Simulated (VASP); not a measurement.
A run of VASP 6.6.1:

Contents of POSCAR:

```
CdS
1.0
    4.4521812696      0.0000000000      0.0000000000
   -2.2260906348      3.8557020818      0.0000000000
    0.0000000000      0.0000000000      5.8050339926
Cd S
2 2
Direct
    0.3333333333      0.6666666667      0.2500000000
    0.6666666667      0.3333333333      0.7500000000
    0.6666666667      0.3333333333      0.2500000000
    0.3333333333      0.6666666667      0.7500000000
```

INCAR.step1

```
SYSTEM = CdS
  ALGO = Normal
  EDIFF = 1E-4
  ENCUT = 520
  GGA = PE
  ISMEAR = 0
  LASPH = .TRUE.
  LCHARG = .FALSE.
  LREAL = .FALSE.
  LWAVE = .TRUE.
  NBANDS = 26
  NELM = 80
  PREC = Accurate
  SIGMA = 0.01
```

Contents of INCAR.step2:

```
SYSTEM = CdS
  ALGO = Normal
  EDIFF = 1E-7
  ENCUT = 520
  ISIF = 2
  ISMEAR = 0
  ISTART = 1
  LASPH = .TRUE.
  LCHARG = .FALSE.
  LMIXTAU = .TRUE.
  LREAL = .FALSE.
  LWAVE = .FALSE.
  METAGGA = R2SCAN
  NBANDS = 26
  NELM = 80
  PREC = Accurate
  SIGMA = 0.01
```

KPOINTS

```
k-points
0
G
  6 6 4
  0 0 0
```

Potentials or basis: VASP PAW PBE potentials, release 64 (Cd, S).

Launch:

```console
$ cat potpaw_PBE.64/Cd/POTCAR potpaw_PBE.64/S/POTCAR > POTCAR
$ cp INCAR.step1 INCAR
$ mpirun -np 1 vasp_std > vasp.out
$ cp INCAR.step2 INCAR
$ mpirun -np 1 vasp_std > vasp.out
```

Hardware: 1 thread of Intel(R) Xeon(R) Platinum 8259CL CPU @ 2.50GHz (Skylake/Cascade Lake), with other jobs on the host.

**Question.** How long does it take, and how much memory?

**Answer.** Wall time 3.5 min on 1 thread of Intel(R) Xeon(R) Platinum 8259CL CPU @ 2.50GHz (Skylake/Cascade Lake) (shared host), peak memory 0.27 GiB. Counts: k points 21.
